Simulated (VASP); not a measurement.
## ReS: single point with PBEsol

The system is ReS.

```
Re S
1.0
     0.00000    2.59148    2.59148
     2.59148    0.00000    2.59148
     2.59148    2.59148    0.00000
Re S
1 1
Direct
  0.00000 0.00000 0.00000
  0.25000 0.25000 0.25000
```

| Item | Value |
| --- | --- |
| Program | VASP 6.6.1 |
| Task | single point |
| Functional | PBEsol |
| Potentials or basis | VASP PAW PBE potentials, release 64 (Re, S) |
| Cutoff | 520 eV |
| k mesh | 10 × 10 × 10 |
| Occupations | gaussian, width 0.05 eV |
| Spin | collinear spin |
| Starting moments | [0.05, 0.0] μB |

```yaml
Pressure: 2.0 GPa
Net_moment: 0.04 μB per cell
Site_moments: Re +0.04; S +0.00 μB
Valence_electrons_inside_the_program's_atomic_spheres: Re 6.28; S 3.68
```

Levels at points of the mesh, in eV from the Fermi level:
Spin up:
```
           k point  band 3  band 4  band 5  band 6  band 7  band 8  band 9  band 10
(0.00, 0.00, 0.00)   -6.40   -6.40   -1.21   -1.21    1.29    4.94    4.94     4.94
(0.50, 0.00, 0.00)   -5.88   -5.88   -0.66   -0.66   -0.63    2.39    2.39     3.88
(0.50, 0.50, 0.00)   -4.82   -4.82   -2.51   -0.81    0.19    0.60    0.60     8.04
```
Spin down:
| k point | band 2 | band 3 | band 4 | band 5 | band 6 | band 7 | band 8 | band 9 | band 10 | band 11 |
| --- | --- | --- | --- | --- | --- | --- | --- | --- | --- | --- |
| (0.00, 0.00, 0.00) | -6.39 | -6.39 | -6.39 | -1.19 | -1.19 | 1.30 | 4.95 | 4.95 | 4.95 | 8.35 |
| (0.50, 0.00, 0.00) | -7.07 | -5.87 | -5.87 | -0.63 | -0.63 | -0.61 | 2.40 | 2.40 | 3.89 | 9.37 |
| (0.50, 0.50, 0.00) | -7.84 | -4.81 | -4.81 | -2.50 | -0.79 | 0.22 | 0.61 | 0.61 | 8.06 | 8.56 |

It took 110 s on 1 thread of Intel Xeon 8259CL, with other jobs on the host, peak memory 0.2 GiB.

Caveat: the PAW data sets were made with another functional, which shifts forces and pressure a little; spin-orbit coupling is left out, which moves the levels of the heavy elements.
